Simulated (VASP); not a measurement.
Set up this calculation in VASP 6.6.1, as the native input.

```yaml
Task: single point
Functional: PBE
Potentials_or_basis: VASP PAW PBE potentials, release 64 (Rh_pv)
Cutoff: 520 eV
k_mesh: 12 × 12 × 12
Occupations: gaussian, width 0.018 eV
Spin: no spin polarisation
Dipole_correction: no
Further_INCAR_settings: ALGO = Fast; EDIFF = 1e-06; NBANDS = 14
```

The structure of Rh lies in POSCAR:

```
Rh
1.0
    0.0000000000      1.8978500000      1.8978500000
    1.8978500000      0.0000000000      1.8978500000
    1.8978500000      1.8978500000      0.0000000000
Rh
1
Direct
    0.0000000000      0.0000000000      0.0000000000
```

The input as run:

INCAR

```
ALGO     = Fast           # electronic algorithm
EDIFF    = 1E-6           # SCF threshold, eV
ENCUT    = 520            # plane-wave cutoff, eV
GGA      = PE             # functional
ISIF     = 2              # what is computed and relaxed
ISMEAR   = 0              # smearing method
LASPH    = T              # aspherical terms in the spheres
LCHARG   = F              # write CHGCAR
LREAL    = F              # projectors in reciprocal space
LWAVE    = F              # write WAVECAR
NBANDS   = 14             # bands
NELM     = 80             # most SCF steps
PREC     = Accurate       # precision mode
SIGMA    = 0.018000000000000002 # smearing width, eV
```

KPOINTS

```
k-points
0
Gamma
  12 12 12
```

Potentials or basis: VASP PAW PBE potentials, release 64 (Rh_pv).

Command:

```console
$ cat potpaw_PBE.64/Rh_pv/POTCAR > POTCAR
$ mpirun -np 1 vasp_std > vasp.out
```

Results of the run:

| Property | Result |
| --- | --- |
| Pressure | 7.3 GPa |
| Band gap on the k mesh | zero (an odd number of electrons rules out a gap without spin polarisation) |

Caveat: the cell stands under pressure.

Run time: 9.4 s on 1 thread of Intel(R) Xeon(R) Platinum 8488C (Sapphire Rapids), on a shared host, peak memory 0.13 GiB.
